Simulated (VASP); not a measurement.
# Si (Fmmm) in VASP: a series of runs

Runs on Si. Level: LDA. Tasks: single point.

All numbers are computed with VASP 6.6.1; they aren't measurements. Logs are shortened: lines on timing, memory, paths and dates and some standing lists are left out, and cuts for length are marked.

## (1) The cell of the first run

The structure is orthorhombic, space group Fmmm (No. 69). The conventional cell has a = 4.991 Å, b = 5.594 Å, c = 9.332 Å, α = 90.00°, β = 90.00°, γ = 90.00°. Within 3.3 Å of Si (site symmetry m2m) lie 8 Si at 2.51 to 3.03 Å. Si (site symmetry mm2) has 8 Si at 2.53 to 2.86 Å within 3.3 Å.

## (2) Single point, LDA (strain +0.025 along x and y, +0.050 along z)

File INCAR:

```
PREC = Accurate
ENCUT = 520
EDIFF = 1E-6
ISMEAR = 0
SIGMA = 0.15
LREAL = False
LASPH = True
NELM = 60
ALGO = Normal
ISIF = 2
LWAVE = False
LCHARG = False
GGA = CA
NBANDS = 26
```

File KPOINTS:

```
Automatic mesh
0
Gamma
  10 10 8
```

File POSCAR:

```
Si
1.0
    4.6659405456     -2.4955740649      0.0000000000
    4.6659405456      2.4955740649      0.0000000000
    0.0000000000      0.0000000000      5.5940307865
Si
8
Direct
    0.5000000000      0.5000000000      0.7705063100
    0.5000000000      0.5000000000      0.2294936900
    1.0000000000      0.0000000000      0.2705063100
    0.0000000000      1.0000000000      0.7294936900
    0.7262158274      0.7262158274      0.5000000000
    0.2262158274      0.2262158274      0.0000000000
    0.2737841726      0.2737841726      0.5000000000
    0.7737841726      0.7737841726      0.0000000000
```

Potentials or basis: VASP PAW LDA potentials, release 64 (Si).

Launch:

```sh
$ cat potpaw_LDA.64/Si/POTCAR > POTCAR
$ mpirun -np 1 vasp_std > vasp.out
```

OUTCAR:

```text
PREC = Accurate
   ENCUT = 520
   EDIFF = 1E-6
   ISMEAR = 0
   LREAL = False
   LASPH = True
   NELM = 60
   ISIF = 2
   GGA = CA

 ion  position               nearest neighbor table
   1  0.500  0.500  0.771-   4 2.51   4 2.51   2 2.57   5 2.60   7 2.60   6 2.86   8 2.86   2 3.03

   2  0.500  0.500  0.229-   3 2.51   3 2.51   1 2.57   5 2.60   7 2.60   6 2.86   8 2.86   1 3.03

   3  0.000  0.000  0.271-   2 2.51   2 2.51   4 2.57   6 2.60   8 2.60   7 2.86   5 2.86   4 3.03

   4  0.000  0.000  0.729-   1 2.51   1 2.51   3 2.57   6 2.60   8 2.60   7 2.86   5 2.86   3 3.03

   5  0.726  0.726  0.500-   7 2.53   7 2.53   1 2.60   2 2.60   8 2.83   8 2.83   3 2.86   4 2.86

   6  0.226  0.226  0.000-   8 2.53   8 2.53   3 2.60   4 2.60   7 2.83   7 2.83   1 2.86   2 2.86

   7  0.274  0.274  0.500-   5 2.53   5 2.53   1 2.60   2 2.60   6 2.83   6 2.83   3 2.86   4 2.86

   8  0.774  0.774  0.000-   6 2.53   6 2.53   3 2.60   4 2.60   5 2.83   5 2.83   1 2.86   2 2.86

  LATTYP: Found a base centered orthorhombic cell.
 ALAT       =     4.9911481298
 B/A-ratio  =     1.8696862623
 C/A-ratio  =     1.1207903755

  Lattice vectors:

 A1 = (  -4.6659405456,  -2.4955740649,   0.0000000000)
 A2 = (   4.6659405456,  -2.4955740649,   0.0000000000)
 A3 = (   0.0000000000,   0.0000000000,   5.5940307865)

Analysis of symmetry for initial positions (statically):
=====================================================================
 Subroutine PRICEL returns following result:

  LATTYP: Found a face centered orthorhombic cell.
 ALAT       =     4.9911481298
 B/A-ratio  =     1.1207903755
 C/A-ratio  =     1.8696862623

  Lattice vectors:

 A1 = (  -4.6659405456,   0.0000000000,   2.7970153932)
 A2 = (  -4.6659405456,  -2.4955740649,   0.0000000000)
 A3 = (   0.0000000000,  -2.4955740649,   2.7970153933)

   2 primitive cells build up your supercell.

 Routine SETGRP: Setting up the symmetry group for a
 base centered orthorhombic supercell.

 Subroutine GETGRP returns: Found  8 space group operations
 (whereof  8 operations were pure point group operations)
 out of a pool of  8 trial point group operations.

The static configuration has the point symmetry D_2h.

Analysis of symmetry for dynamics (positions and initial velocities):
=====================================================================
 Subroutine PRICEL returns following result:

  LATTYP: Found a face centered orthorhombic cell.
 ALAT       =     4.9911481298
 B/A-ratio  =     1.1207903755
 C/A-ratio  =     1.8696862623

  Lattice vectors:

 A1 = (  -4.6659405456,   0.0000000000,   2.7970153932)
 A2 = (  -4.6659405456,  -2.4955740649,   0.0000000000)
 A3 = (   0.0000000000,  -2.4955740649,   2.7970153933)

   2 primitive cells build up your supercell.

 Routine SETGRP: Setting up the symmetry group for a
 base centered orthorhombic supercell.

 Subroutine GETGRP returns: Found  8 space group operations
 (whereof  8 operations were pure point group operations)
 out of a pool of  8 trial point group operations.

The dynamic configuration has the point symmetry D_2h.

 Subroutine INISYM returns: Found  8 space group operations
 (whereof  8 operations are pure point group operations),
 and found     2 'primitive' translations

----------------------------------------------------------------------------------------

                                     Primitive cell

  volume of cell :      65.1380

  direct lattice vectors                    reciprocal lattice vectors
    -4.665940546  0.000000000  2.797015393    -0.107159531  0.200354703  0.178761977
    -4.665940546 -2.495574065  0.000000000    -0.107159531 -0.200354703 -0.178761977
     0.000000000 -2.495574065  2.797015393     0.107159531 -0.200354703  0.178761977

  length of vectors
     5.440063996  5.291397839  3.748491033     0.289103816  0.289103816  0.289103816

  position of ions in fractional coordinates (direct lattice)
     0.270506310  0.729493690  0.270506310
     0.729493690  0.270506310  0.729493690
     0.773784173  0.773784173  0.226215827
     0.226215827  0.226215827  0.773784173

  ion indices of the primitive-cell ions
   primitive index   ion index
                 1           1
                 2           2
                 3           5
                 4           7

----------------------------------------------------------------------------------------

 KPOINTS: Automatic mesh

Automatic generation of k-mesh.
 Grid dimensions read from file:
 generate k-points for:   10   10    8

 Generating k-lattice:

  Cartesian coordinates                     Fractional coordinates (reciprocal lattice)
     0.010715953 -0.020035470  0.000000000     0.100000000  0.000000000  0.000000000
     0.010715953  0.020035470  0.000000000     0.000000000  0.100000000  0.000000000
     0.000000000  0.000000000  0.022345247     0.000000000  0.000000000  0.125000000

  Length of vectors
     0.022721173  0.022721173  0.022345247

  Shift w.r.t. Gamma in fractional coordinates (k-lattice)
     0.000000000  0.000000000  0.000000000

 Subroutine IBZKPT returns following result:
 ===========================================

 Found    155 irreducible k-points:

 Following reciprocal coordinates:
            Coordinates               Weight
  0.000000  0.000000  0.000000      1.000000
  0.100000  0.000000  0.000000      4.000000
  0.200000  0.000000  0.000000      4.000000
  0.300000  0.000000  0.000000      4.000000
  0.400000  0.000000  0.000000      4.000000
  0.500000  0.000000  0.000000      2.000000
[... 16 lines left out ...]
  0.300000  0.300000  0.000000      2.000000
  0.400000  0.300000  0.000000      4.000000
 [... further k-points ...]
   k-points           NKPTS =    155   k-points in BZ     NKDIM =    155   number of bands    NBANDS=     26
   number of dos      NEDOS =    301   number of ions     NIONS =      8
   total plane-waves  NPLWV =  67200
   dimension x,y,z NGX =    40 NGY =   40 NGZ =   42
   dimension x,y,z NGXF=    80 NGYF=   80 NGZF=   84
   ions per type =               8
   NGX,Y,Z   is equivalent  to a cutoff of  12.57, 12.57, 12.48 a.u.
   NGXF,Y,Z  is equivalent  to a cutoff of  25.13, 25.13, 24.96 a.u.
 SYSTEM =  unknown system
   PREC   = accura    normal or accurate (medium, high low for compatibility)
   ISTART =      0    job   : 0-new  1-cont  2-samecut
   ICHARG =      2    charge: 1-file 2-atom 10-const
   ISPIN  =      1    spin polarized calculation?
   LNONCOLLINEAR =      F non collinear calculations
   LSORBIT =      F    spin-orbit coupling
   LASPH  =      T    aspherical Exc in radial PAW
   ENCUT  =  520.0 eV  38.22 Ry    6.18 a.u.   9.84  9.84 10.40*2*pi/ulx,y,z
   NELM   =     60;   NELMIN=  2; NELMDL= -5     # of ELM steps
   EDIFF  = 0.1E-05   stopping-criterion for ELM
   LREAL  =      F    real-space projection
[... 7 lines left out ...]
   TEBEG  =    0.0;   TEEND  =   0.0 temperature during run
   PSTRESS=    0.0 pullay stress
   NELECT =      32.0000    total number of electrons
   NUPDOWN=      -1.0000    fix difference up-down
   EMIN   =  10.00;   EMAX   =-10.00  energy-range for DOS
   EFERMI =   0.00;   METHOD = LEGACY
   ISMEAR =     0;   SIGMA  =   0.15  broadening in eV -4-tet -1-fermi 0-gaus
   EFERMI_NEDOS =   21; number of points for ismear=-14 and -15
   IALGO  =     38    algorithm
   IMIX   =      4    mixing-type and parameters
     AMIX     =   0.40;   BMIX     =  1.00
     AMIX_MAG =   1.60;   BMIX_MAG =  1.00
  volume/ion in A,a.u.               =      16.28       109.89
  Fermi-wavevector in a.u.,A,eV,Ry     =   1.025266  1.937472 14.302048  1.051171
  Thomas-Fermi vector in A             =   2.159097
   LORBIT       =      0    0 simple, 1 ext, 2 COOP (PROOUT), +10 PAW based schemes
   GGA     = CA    functional components
   LHFCALC =     F    Hartree Fock is set to
   AEXX    =    0.0000 exact exchange contribution
   IVDW    =     0    specifies the selected vdW correction
   LEPSILON=     F    determine dielectric tensor
   LRPA    =     F    only Hartree local field effects (RPA)
 non-spin polarized calculation
 Gauss-broadening in eV      SIGMA  =   0.15
  energy-cutoff  :      520.00
  volume of cell :      130.28
 maximum number of plane-waves:      3537
   NGX = 19   NGY = 19   NGZ = 21

 number of electron      32.0000001 magnetization

 Free energy of the ion-electron system (eV)
  ---------------------------------------------------
  ext. energy  EPLUGINS =         0.00000000
  ---------------------------------------------------
  free energy    TOTEN  =       -45.56649944 eV

  energy without entropy =      -45.53690639  energy(sigma->0) =      -45.55170292

 E-fermi :   8.3144     XC(G=0): -10.7298

 val. band max:        8.3134919147   @ k =   0.4000   0.2000   0.0000
 cond. band min:       8.3190324064   @ k =   0.5000   0.5000   0.3750
 fundamental gap:      0.0055404917
 Fermi energy:         8.3144037529

 k-point     1 :       0.0000    0.0000    0.0000
  band No.  band energies     occupation
      1      -4.8487      2.00000
      2      -0.3929      2.00000
      3      -0.3923      2.00000
      4       1.0959      2.00000
      5       1.4441      2.00000
      6       1.6451      2.00000
[... 18 lines left out ...]
     25      14.3181      0.00000
     26      15.8031      0.00000

 k-point     2 :       0.1000    0.0000    0.0000
  band No.  band energies     occupation
      1      -4.7752      2.00000
      2      -0.3241      2.00000
      3      -0.3221      2.00000
      4       0.7683      2.00000
      5       0.8780      2.00000
      6       1.4335      2.00000
[... 18 lines left out ...]
     25      14.4992      0.00000
[... 608 lines left out ...]
     25      12.7849      0.00000
     26      13.1297      0.00000

 k-point    24 :       0.4000    0.3000    0.0000
  band No.  band energies     occupation
      1      -3.9908      2.00000
      2      -2.0308      2.00000
      3      -0.3864      2.00000
      4       0.2846      2.00000
      5       0.3486      2.00000
      6       2.5582      2.00000
[... 18 lines left out ...]
     25      12.3581      0.00000
     26      12.6172      0.00000

 [... further k-points ...]

------------------------ aborting loop because EDIFF is reached ----------------------------------------

  FORCE on cell =-STRESS in cart. coord.  units (eV):
  Direction    XX          YY          ZZ          XY          YZ          ZX
  --------------------------------------------------------------------------------------
  -------------------------------------------------------------------------------------
  Total       -6.6373086     -6.9430055     -8.7362841      0.0000000      0.0000000      0.0000000
  in kB      -81.6277975    -85.3873584   -107.4416872      0.0000000      0.0000000      0.0000000
  external PRESSURE =     -91.4856144 kB  Pullay stress =       0.0000000 kB

 VOLUME and BASIS-vectors are now :
 -----------------------------------------------------------------------------
  energy-cutoff  :      520.00
  volume of cell :      130.28
      direct lattice vectors                 reciprocal lattice vectors
     4.665940546 -2.495574065  0.000000000     0.107159531 -0.200354703  0.000000000
     4.665940546  2.495574065  0.000000000     0.107159531  0.200354703  0.000000000
     0.000000000  0.000000000  5.594030787     0.000000000  0.000000000  0.178761977

 POSITION                                       TOTAL-FORCE (eV/Angst)
 -----------------------------------------------------------------------------------
      4.66594      0.00000      4.31024        -0.000000      0.000000      0.063054
      4.66594      0.00000      1.28379        -0.000000      0.000000     -0.063054
      0.00000      0.00000      1.51322        -0.000000      0.000000      0.063054
      0.00000      0.00000      4.08081        -0.000000      0.000000     -0.063054
      6.77696      0.00000      2.79702        -0.133929      0.000000      0.000000
      2.11102      0.00000      0.00000        -0.133929      0.000000      0.000000
      2.55492      0.00000      2.79702         0.133929      0.000000     -0.000000
      7.22086      0.00000      0.00000         0.133929      0.000000     -0.000000
 -----------------------------------------------------------------------------------
    total drift:                                0.000000     -0.000000     -0.000000

  FREE ENERGIE OF THE ION-ELECTRON SYSTEM (eV)
  ---------------------------------------------------
  free  energy   TOTEN  =       -45.5664994395 eV

  energy  without entropy=      -45.5369063935  energy(sigma->0) =      -45.55170292
```

It took 11 min on 1 thread of Intel Xeon 8259CL, shared host; peak memory 0.44 GiB.

What came out:

* Free energy: -45.5665 eV
* Pressure: -9.1 GPa
* Largest force: 0.134 eV/Å
* Band gap on the k mesh: zero (bands 16 and 17 overlap by 3.42 eV)

Forces on the atoms (eV/Å):
```
Si   0.000  0.000  0.063
Si   0.000  0.000 -0.063
Si   0.000  0.000  0.063
Si   0.000  0.000 -0.063
Si  -0.134  0.000  0.000
Si  -0.134  0.000  0.000
Si   0.134  0.000  0.000
Si   0.134  0.000  0.000
```

Stress tensor (GPa, compression positive):
```
 -8.16   0.00   0.00
  0.00  -8.54   0.00
  0.00   0.00 -10.74
```

Levels at points of the mesh, in eV from the Fermi level:
```tsv
k point	band 13	band 14	band 15	band 16	band 17	band 18	band 19	band 20
(0.00, 0.00, 0.00)	-2.36	-2.25	-2.23	-2.10	-2.06	-1.76	-1.60	1.60
(0.50, 0.00, 0.00)	-1.85	-1.85	-0.19	-0.19	2.18	2.18	2.32	2.32
(0.50, 0.50, 0.00)	-2.22	-1.74	-1.68	0.62	1.23	1.78	1.87	2.40
(0.00, 0.00, 0.50)	-3.82	-3.82	-2.75	-2.75	2.42	2.42	2.86	2.86
(0.50, 0.00, 0.50)	-0.85	-0.85	0.25	0.25	0.44	0.44	0.45	0.45
(0.50, 0.50, 0.50)	-1.18	-1.18	-1.08	-1.08	-0.58	-0.58	1.37	1.37
```

Caveat: the cell differs from its parent crystal (strain +0.025 along x and y, +0.050 along z); the cell stands under tension.

(Continued in part 2 of 2.)

The gap in the log of VASP goes by the Fermi energy; the results here count the filled bands.